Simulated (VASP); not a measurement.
**Al18H: single point with PBE**

Al18H, a slab with vacuum:

```
Al H
1.0
    12.15000    0.00000    0.00000
     0.00000    5.72757    0.00000
     0.00000    0.00000   14.86378
Al H
18 1
Direct
  0.00000 0.00000 0.06728
  0.33333 0.00000 0.06728
  0.66667 0.00000 0.06728
  0.00000 0.50000 0.06728
  0.33333 0.50000 0.06728
  0.66667 0.50000 0.06728
  0.16667 0.24979 0.16057
  0.49876 0.25057 0.16069
  0.83456 0.25051 0.16067
  0.16667 0.74882 0.16161
  0.50042 0.74987 0.16200
  0.83294 0.74981 0.16193
  0.99754 0.99945 0.25664
  0.33580 0.99946 0.25662
  0.66664 0.02354 0.25752
  0.99848 0.50074 0.25701
  0.33484 0.50074 0.25699
  0.66668 0.50174 0.25527
  0.66691 0.93276 0.35991
```

```yaml
Program: VASP 6.6.1
Task: single point
Functional: PBE
Potentials_or_basis: VASP PAW PBE potentials, release 64 (Al, H)
Cutoff: 520 eV
k_mesh: 2 × 3 × 1
Occupations: gaussian, width 0.05 eV
Spin: no spin polarisation
```

The largest force is 0.201 eV/Å.

Forces on the atoms (eV/Å):
```
Al  -0.012 -0.016  0.035
Al   0.012 -0.017  0.035
Al  -0.001  0.071  0.099
Al   0.060  0.032  0.008
Al  -0.059  0.033  0.007
Al  -0.001 -0.106 -0.171
Al   0.000 -0.002  0.000
Al   0.003 -0.001 -0.003
Al  -0.002 -0.001 -0.002
Al   0.000  0.001  0.000
Al  -0.003  0.005 -0.001
Al   0.003  0.005  0.001
Al   0.002  0.003 -0.001
Al  -0.002  0.003  0.000
Al   0.001  0.000  0.004
Al   0.001 -0.001 -0.001
Al  -0.001 -0.001 -0.001
Al   0.000 -0.006 -0.002
H   -0.001 -0.003 -0.007
```

Levels at points of the mesh, in eV from the Fermi level:
```csv
k point,band 24,band 25,band 26,band 27,band 28,band 29,band 30,band 31
"(0.00, 0.00, 0.00)",-1.41,-1.10,-1.08,-1.04,-1.02,-0.72,-0.55,0.08
"(0.50, 0.00, 0.00)",-1.20,-1.12,-0.64,-0.34,0.05,0.11,0.34,0.38
```

Run time: 4 min on 1 thread of AMD EPYC 9R45 96-Core Processor (Zen 5), on a shared host, peak memory 0.86 GiB.

Caveat: the k points lie up to 0.37 Å⁻¹ apart.
